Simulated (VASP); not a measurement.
# CuAs3 (Fm-3m) in VASP: further runs

Runs on CuAs3. Level: PBE. Tasks: single point.

Everything below comes from runs of VASP 6.6.1. Logs are shortened: lines on timing, memory, paths and dates and some standing lists are left out, and cuts for length are marked.

**1. The cell of the first run**

It takes space group Fm-3m (No. 225, cubic). The conventional cell has a = 7.612 Å, b = 7.612 Å, c = 7.612 Å, α = 90.00°, β = 90.00°, γ = 90.00°. Cu (site symmetry m-3m) has 14 As at 3.30 to 3.81 Å within 4.3 Å. Within 4.3 Å of As (site symmetry -43m) lie 4 Cu at 3.30 Å and 10 As at 3.30 to 3.81 Å. Within 4.3 Å of As (site symmetry m-3m) lie 8 As at 3.30 Å and 6 Cu at 3.81 Å.

**2. Single point, PBE (27.57 Å³/atom)**

The input, INCAR:

```
PREC = Accurate ; ENCUT = 520
EDIFF = 1E-7 ; ISMEAR = -1
SIGMA = 0.05 ; LREAL = False
LASPH = True ; NELM = 60
ALGO = Normal ; ISIF = 2
LWAVE = False ; LCHARG = False
GGA = PE ; NBANDS = 21
```

The input, KPOINTS:

```
Automatic mesh
0
Gamma
  6 6 6
```

The input, POSCAR:

```
CuAs3
1.0
    0.0000000000      3.8059677714      3.8059677714
    3.8059677714      0.0000000000      3.8059677714
    3.8059677714      3.8059677714      0.0000000000
Cu As
1 3
Direct
    0.0000000000      0.0000000000      0.0000000000
    0.2500000000      0.2500000000      0.2500000000
    0.7500000000      0.7500000000      0.7500000000
    0.5000000000      0.5000000000      0.5000000000
```

Potentials or basis: VASP PAW PBE potentials, release 64 (Cu, As).

Command:

```sh
$ cat potpaw_PBE.64/Cu/POTCAR potpaw_PBE.64/As/POTCAR > POTCAR
$ mpirun -np 1 vasp_std > vasp.out
```

OUTCAR:

```text
PREC = Accurate
   ENCUT = 520
   EDIFF = 1E-7
   ISMEAR = -1
   LREAL = False
   LASPH = True
   NELM = 60
   ISIF = 2
   GGA = PE

 ion  position               nearest neighbor table
   1  0.000  0.000  0.000-
   2  0.250  0.250  0.250-
   3  0.750  0.750  0.750-
   4  0.500  0.500  0.500-

  LATTYP: Found a face centered cubic cell.
 ALAT       =     7.6119355428

  Lattice vectors:

 A1 = (   0.0000000000,   3.8059677714,   3.8059677714)
 A2 = (   3.8059677714,   0.0000000000,   3.8059677714)
 A3 = (   3.8059677714,   3.8059677714,   0.0000000000)

Analysis of symmetry for initial positions (statically):
=====================================================================
 Subroutine PRICEL returns:
 Original cell was already a primitive cell.

 Routine SETGRP: Setting up the symmetry group for a
 face centered cubic supercell.

 Subroutine GETGRP returns: Found 48 space group operations
 (whereof 48 operations were pure point group operations)
 out of a pool of 48 trial point group operations.

The static configuration has the point symmetry O_h .

Analysis of symmetry for dynamics (positions and initial velocities):
=====================================================================
 Subroutine PRICEL returns:
 Original cell was already a primitive cell.

 Routine SETGRP: Setting up the symmetry group for a
 face centered cubic supercell.

 Subroutine GETGRP returns: Found 48 space group operations
 (whereof 48 operations were pure point group operations)
 out of a pool of 48 trial point group operations.

The dynamic configuration has the point symmetry O_h .

 Subroutine INISYM returns: Found 48 space group operations
 (whereof 48 operations are pure point group operations),
 and found     1 'primitive' translations

----------------------------------------------------------------------------------------

                                     Primitive cell

  volume of cell :     110.2619

  direct lattice vectors                    reciprocal lattice vectors
     0.000000000  3.805967771  3.805967771    -0.131372631  0.131372631  0.131372631
     3.805967771  0.000000000  3.805967771     0.131372631 -0.131372631  0.131372631
     3.805967771  3.805967771  0.000000000     0.131372631  0.131372631 -0.131372631

  length of vectors
     5.382451240  5.382451240  5.382451240     0.227544072  0.227544072  0.227544072

  position of ions in fractional coordinates (direct lattice)
     0.000000000  0.000000000  0.000000000
     0.250000000  0.250000000  0.250000000
     0.750000000  0.750000000  0.750000000
     0.500000000  0.500000000  0.500000000

  ion indices of the primitive-cell ions
   primitive index   ion index
                 1           1
                 2           2
                 3           3
                 4           4

----------------------------------------------------------------------------------------

 KPOINTS: Automatic mesh

Automatic generation of k-mesh.
 Grid dimensions read from file:
 generate k-points for:    6    6    6

 Generating k-lattice:

  Cartesian coordinates                     Fractional coordinates (reciprocal lattice)
    -0.021895439  0.021895439  0.021895439     0.166666667  0.000000000  0.000000000
     0.021895439 -0.021895439  0.021895439     0.000000000  0.166666667  0.000000000
     0.021895439  0.021895439 -0.021895439     0.000000000  0.000000000  0.166666667

  Length of vectors
     0.037924012  0.037924012  0.037924012

  Shift w.r.t. Gamma in fractional coordinates (k-lattice)
     0.000000000  0.000000000  0.000000000

 Subroutine IBZKPT returns following result:
 ===========================================

 Found     16 irreducible k-points:

 Following reciprocal coordinates:
            Coordinates               Weight
  0.000000  0.000000  0.000000      1.000000
  0.166667  0.000000  0.000000      8.000000
  0.333333  0.000000  0.000000      8.000000
  0.500000  0.000000  0.000000      4.000000
  0.166667  0.166667  0.000000      6.000000
  0.333333  0.166667  0.000000     24.000000
[... 8 lines left out ...]
 -0.333333  0.333333  0.166667     24.000000
 -0.333333  0.500000  0.166667     12.000000
   k-points           NKPTS =     16   k-points in BZ     NKDIM =     16   number of bands    NBANDS=     21
   number of dos      NEDOS =    301   number of ions     NIONS =      4
   total plane-waves  NPLWV =  64000
   dimension x,y,z NGX =    40 NGY =   40 NGZ =   40
   dimension x,y,z NGXF=    80 NGYF=   80 NGZF=   80
   ions per type =               1   3
   NGX,Y,Z   is equivalent  to a cutoff of  12.35, 12.35, 12.35 a.u.
   NGXF,Y,Z  is equivalent  to a cutoff of  24.71, 24.71, 24.71 a.u.
 SYSTEM =  unknown system
   PREC   = accura    normal or accurate (medium, high low for compatibility)
   ISTART =      0    job   : 0-new  1-cont  2-samecut
   ICHARG =      2    charge: 1-file 2-atom 10-const
   ISPIN  =      1    spin polarized calculation?
   LNONCOLLINEAR =      F non collinear calculations
   LSORBIT =      F    spin-orbit coupling
   LASPH  =      T    aspherical Exc in radial PAW
   ENCUT  =  520.0 eV  38.22 Ry    6.18 a.u.  10.01 10.01 10.01*2*pi/ulx,y,z
   NELM   =     60;   NELMIN=  2; NELMDL= -5     # of ELM steps
   EDIFF  = 0.1E-06   stopping-criterion for ELM
   LREAL  =      F    real-space projection
   EDIFFG = 0.1E-05   stopping-criterion for IOM
   NSW    =      0    number of steps for IOM
   IBRION =     -1    ionic relax: 0-MD 1-quasi-New 2-CG
   NFREE  =      0    steps in history (QN), initial steepest desc. (CG)
   ISIF   =      2    stress and relaxation
   ISYM   =      2    0-nonsym 1-usesym 2-fastsym
   POTIM  = 0.5000    time-step for ionic-motion
   TEBEG  =    0.0;   TEEND  =   0.0 temperature during run
   PSTRESS=    0.0 pullay stress
   NELECT =      26.0000    total number of electrons
   NUPDOWN=      -1.0000    fix difference up-down
   EMIN   =  10.00;   EMAX   =-10.00  energy-range for DOS
   EFERMI =   0.00;   METHOD = LEGACY
   ISMEAR =    -1;   SIGMA  =   0.05  broadening in eV -4-tet -1-fermi 0-gaus
   EFERMI_NEDOS =   21; number of points for ismear=-14 and -15
   IALGO  =     38    algorithm
   IMIX   =      4    mixing-type and parameters
     AMIX     =   0.40;   BMIX     =  1.00
     AMIX_MAG =   1.60;   BMIX_MAG =  1.00
  volume/ion in A,a.u.               =      27.57       186.02
  Fermi-wavevector in a.u.,A,eV,Ry     =   1.011403  1.911274 13.917886  1.022936
  Thomas-Fermi vector in A             =   2.144450
   LORBIT       =      0    0 simple, 1 ext, 2 COOP (PROOUT), +10 PAW based schemes
   GGA     = PE    functional components
   LHFCALC =     F    Hartree Fock is set to
   AEXX    =    0.0000 exact exchange contribution
   IVDW    =     0    specifies the selected vdW correction
   LEPSILON=     F    determine dielectric tensor
   LRPA    =     F    only Hartree local field effects (RPA)
 non-spin polarized calculation
  energy-cutoff  :      520.00
  volume of cell :      110.26
 maximum number of plane-waves:      2988
   NGX = 21   NGY = 21   NGZ = 21

 number of electron      26.0000005 magnetization

 Free energy of the ion-electron system (eV)
  ---------------------------------------------------
  ext. energy  EPLUGINS =         0.00000000
  ---------------------------------------------------
  free energy    TOTEN  =       -13.49102970 eV

  energy without entropy =      -13.47438456  energy(sigma->0) =      -13.48270713

 E-fermi :   2.3097     XC(G=0):  -9.0459

 val. band max:        2.2945952378   @ k =  -0.3333   0.1667   0.0000
 cond. band min:       2.4589151684   @ k =   0.5000   0.3333   0.1667
 fundamental gap:      0.1643199306
 Fermi energy:         2.3097127139

 k-point     1 :       0.0000    0.0000    0.0000
  band No.  band energies     occupation
      1      -9.4485      2.00000
      2      -6.8488      2.00000
      3      -6.2355      2.00000
      4      -0.0294      2.00000
      5      -0.0294      2.00000
      6      -0.0294      2.00000
[... 13 lines left out ...]
     20       7.8173      0.00000
     21       9.0313      0.00000

 k-point     2 :       0.1667    0.0000    0.0000
  band No.  band energies     occupation
      1      -9.3049      2.00000
      2      -6.9652      2.00000
      3      -6.4048      2.00000
      4      -0.2612      2.00000
      5      -0.1417      2.00000
      6      -0.1417      2.00000
[... 13 lines left out ...]
     20       8.1075      0.00000
     21       8.1360      0.00000

 k-point     3 :       0.3333    0.0000    0.0000
  band No.  band energies     occupation
      1      -8.9109      2.00000
      2      -7.3545      2.00000
      3      -6.6961      2.00000
      4      -0.4441      2.00000
      5      -0.3446      2.00000
      6      -0.3446      2.00000
[... 13 lines left out ...]
     20       7.8709      0.00000
     21       8.5236      0.00000

 k-point     4 :       0.5000    0.0000    0.0000
  band No.  band energies     occupation
      1      -8.5514      2.00000
      2      -7.7544      2.00000
      3      -6.7973      2.00000
      4      -0.6184      2.00000
      5      -0.4304      2.00000
      6      -0.4304      2.00000
[... 13 lines left out ...]
     20       7.4607      0.00000
     21       9.3545      0.00000

 k-point     5 :       0.1667    0.1667    0.0000
  band No.  band energies     occupation
      1      -9.2564      2.00000
      2      -6.9832      2.00000
      3      -6.4739      2.00000
      4      -0.4801      2.00000
      5      -0.4801      2.00000
      6       0.2875      2.00000
[... 13 lines left out ...]
     20       8.0651      0.00000
     21       8.6736      0.00000
[... 190 lines left out ...]
     20       9.3618      0.00000
     21       9.3618      0.00000

 k-point    14 :       0.5000    0.3333    0.1667
  band No.  band energies     occupation
      1      -8.5708      2.00000
      2      -7.3871      2.00000
      3      -7.1624      2.00000
      4      -1.3424      2.00000
      5      -0.4769      2.00000
      6       0.0595      2.00000
[... 13 lines left out ...]
     20       8.4744      0.00000
     21       8.8272      0.00000

 k-point    15 :      -0.3333    0.3333    0.1667
  band No.  band energies     occupation
      1      -8.2105      2.00000
      2      -7.6818      2.00000
      3      -7.3207      2.00000
      4      -1.6060      2.00000
      5      -0.1812      2.00000
      6      -0.1801      2.00000
[... 13 lines left out ...]
     20       8.6198      0.00000
     21       8.8327      0.00000

 k-point    16 :      -0.3333    0.5000    0.1667
  band No.  band energies     occupation
      1      -7.9335      2.00000
      2      -7.7966      2.00000
      3      -7.5029      2.00000
      4      -1.7392      2.00000
      5      -0.6285      2.00000
      6       0.2304      2.00000
[... 13 lines left out ...]
     20       8.4756      0.00000
     21       8.5239      0.00000

------------------------ aborting loop because EDIFF is reached ----------------------------------------

  FORCE on cell =-STRESS in cart. coord.  units (eV):
  Direction    XX          YY          ZZ          XY          YZ          ZX
  --------------------------------------------------------------------------------------
  -------------------------------------------------------------------------------------
  Total       -9.4395909     -9.4395909     -9.4395909      0.0000000     -0.0000000      0.0000000
  in kB     -137.1634622   -137.1634622   -137.1634622      0.0000000     -0.0000000      0.0000000
  external PRESSURE =    -137.1634622 kB  Pullay stress =       0.0000000 kB

 VOLUME and BASIS-vectors are now :
 -----------------------------------------------------------------------------
  energy-cutoff  :      520.00
  volume of cell :      110.26
      direct lattice vectors                 reciprocal lattice vectors
     0.000000000  3.805967771  3.805967771    -0.131372631  0.131372631  0.131372631
     3.805967771  0.000000000  3.805967771     0.131372631 -0.131372631  0.131372631
     3.805967771  3.805967771  0.000000000     0.131372631  0.131372631 -0.131372631

 POSITION                                       TOTAL-FORCE (eV/Angst)
 -----------------------------------------------------------------------------------
      0.00000      0.00000      0.00000        -0.000000     -0.000000     -0.000000
      1.90298      1.90298      1.90298         0.000000     -0.000000      0.000000
      5.70895      5.70895      5.70895        -0.000000      0.000000      0.000000
      3.80597      3.80597      3.80597        -0.000000     -0.000000     -0.000000
 -----------------------------------------------------------------------------------
    total drift:                               -0.000000      0.000000      0.000000

  FREE ENERGIE OF THE ION-ELECTRON SYSTEM (eV)
  ---------------------------------------------------
  free  energy   TOTEN  =       -13.4910296984 eV

  energy  without entropy=      -13.4743845632  energy(sigma->0) =      -13.48270713
```

Wall time 63 s (1 thread of Intel Xeon 8259CL, shared host); peak memory 0.25 GiB.

What came out:

```
Free energy            : -13.4910 eV
Pressure               : -13.7 GPa
Band gap on the k mesh : zero (bands 13 and 14 overlap by 1.70 eV)
```

Caveat: the cell stands under tension.

**3. Single point, PBE**

This run uses another cell than the first one, of 28.13 Å³/atom.

The input, INCAR:

```
SYSTEM = CuAs3
ALGO = Normal
EDIFF = 1E-6
ENCUT = 520
GGA = PE
ISIF = 2
ISMEAR = -1
LASPH = .True.
LCHARG = .False.
LREAL = .False.
LWAVE = .False.
NBANDS = 21
NELM = 80
PREC = Accurate
SIGMA = 0.05
```

The input, KPOINTS:

```
k-points
0
Gamma
  6 6 6
  0 0 0
```

The input, POSCAR:

```
CuAs3
1.0
    0.0000000000      3.8316845500      3.8316845500
    3.8316845500      0.0000000000      3.8316845500
    3.8316845500      3.8316845500      0.0000000000
Cu As
1 3
Direct
    0.0000000000      0.0000000000      0.0000000000
    0.2500000000      0.2500000000      0.2500000000
    0.7500000000      0.7500000000      0.7500000000
    0.5000000000      0.5000000000      0.5000000000
```

Potentials or basis: VASP PAW PBE potentials, release 64 (Cu, As).

Command:

```sh
$ cat potpaw_PBE.64/Cu/POTCAR potpaw_PBE.64/As/POTCAR > POTCAR
$ mpirun -np 1 vasp_std > vasp.out
```

Wall time 63 s (1 thread of Intel Xeon 8259CL, shared host); peak memory 0.26 GiB.

The run converged. Its results:

```yaml
Free_energy: -13.2986 eV
Pressure: -13.7 GPa
Band_gap_on_the_k_mesh: zero (bands 13 and 14 overlap by 1.65 eV)
```

Levels at points of the mesh, in eV from the Fermi level:
| k point | band 11 | band 12 | band 13 | band 14 | band 15 | band 16 | band 17 | band 18 |
| --- | --- | --- | --- | --- | --- | --- | --- | --- |
| (0.00, 0.00, 0.00) | -1.55 | -0.69 | -0.69 | -0.69 | 0.65 | 0.79 | 0.79 | 0.79 |
| (0.50, 0.00, 0.00) | -1.21 | -1.16 | -1.16 | -0.27 | 1.10 | 1.85 | 1.85 | 2.96 |
| (0.50, 0.50, 0.00) | -1.51 | -0.25 | 0.94 | 0.94 | 1.28 | 1.79 | 1.79 | 2.28 |

Caveat: the cell stands under tension.
